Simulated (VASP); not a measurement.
Input of a VASP 6.6.1 run:

INCAR

```
SYSTEM = Li2Se
PREC     = Accurate       ! precision mode
ENCUT    = 750            ! plane-wave cutoff, eV
EDIFF    = 1E-6           ! SCF threshold, eV
ISMEAR   = 0              ! smearing method
SIGMA    = 0.02           ! smearing width, eV
LREAL    = .FALSE.        ! projectors in reciprocal space
LASPH    = .TRUE.         ! aspherical terms in the spheres
NELM     = 120            ! most SCF steps
ALGO     = Normal         ! electronic algorithm
ISIF     = 2              ! what is computed and relaxed
LWAVE    = .FALSE.        ! write WAVECAR
LCHARG   = .FALSE.        ! write CHGCAR
GGA      = PS             ! functional
NBANDS   = 13             ! bands
GGA_COMPAT= .FALSE.
```

KPOINTS

```
Automatic mesh
0
G
  8 8 8
  0 0 0
```

POSCAR

```
Li2Se
1.0
    0.0000000000      2.9723766250      2.9723766250
    2.9723766250      0.0000000000      2.9723766250
    2.9723766250      2.9723766250      0.0000000000
Li Se
2 1
Direct
    0.2500000000      0.2500000000      0.2500000000
    0.7500000000      0.7500000000      0.7500000000
    0.0000000000      0.0000000000      0.0000000000
```

Potentials or basis: VASP PAW PBE potentials, release 64 (Li_sv, Se).

Command:

```bash
$ cat potpaw_PBE.64/Li_sv/POTCAR potpaw_PBE.64/Se/POTCAR > POTCAR
$ mpirun -np 1 vasp_std > vasp.out
```

(1) Predict the pressure.

(2) Predict the band gap on the k mesh.

Results:

(1) 0.0 GPa.

(2) 2.81 eV (least direct gap 3.36 eV).

Caveat: the PAW data sets were made with another functional, which shifts forces and pressure a little.
